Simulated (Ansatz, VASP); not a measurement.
K2PtC6N6: VASP beside Ansatz

```
K Pt C N
1.0
     7.39280    0.00000    0.00000
    -3.69640    6.40235    0.00000
     0.00000    0.00000    6.66130
K Pt C N
2 1 6 6
Direct
  0.33333 0.66667 0.50000
  0.66667 0.33333 0.50000
  0.00000 0.00000 0.00000
  0.22301 0.22301 0.17397
  0.77699 0.00000 0.17397
  0.00000 0.77699 0.17397
  0.77699 0.77699 0.82603
  0.00000 0.22301 0.82603
  0.22301 0.00000 0.82603
  0.35132 0.35132 0.27508
  0.64868 0.00000 0.27508
  0.00000 0.64868 0.27508
  0.64868 0.64868 0.72492
  0.00000 0.35132 0.72492
  0.35132 0.00000 0.72492
```

Alike in both runs: functional PBE; k mesh 5 × 5 × 5; occupations fermi-dirac, width 0.05 eV; no spin polarisation.

Ansatz relaxed the structure, and its values are those at the end. VASP's run is a single point on that final structure, the one shown.

|  | VASP | Ansatz |
| --- | --- | --- |
| version | VASP 6.6.1 | Ansatz 0.2.0 |
| potentials or method | VASP PAW PBE potentials, release 64 (K_sv, Pt_sv_GW, C, N) | plane-wave PAW, scalar-relativistic |
| plane-wave cutoff (eV) | 700 | 420 |
| valence electrons in the cell | 90 | 90 |

```tsv
	VASP	Ansatz	Ansatz less VASP
gap on the k mesh at the Fermi level (eV)	5.67	5.67	-0.005
pressure (GPa)	1.2	0.9	-0.30
rms of the force components (eV/Å)	0.211	0.002	-0.2081
```

One of these differences is far larger than is usual between the two programs; its cause wasn't traced. Ansatz's warnings: stress scf threshold loose.

Neither program's run includes spin-orbit coupling. Noted on VASP's run: the standard files for N, O and F lose accuracy on very short bonds.
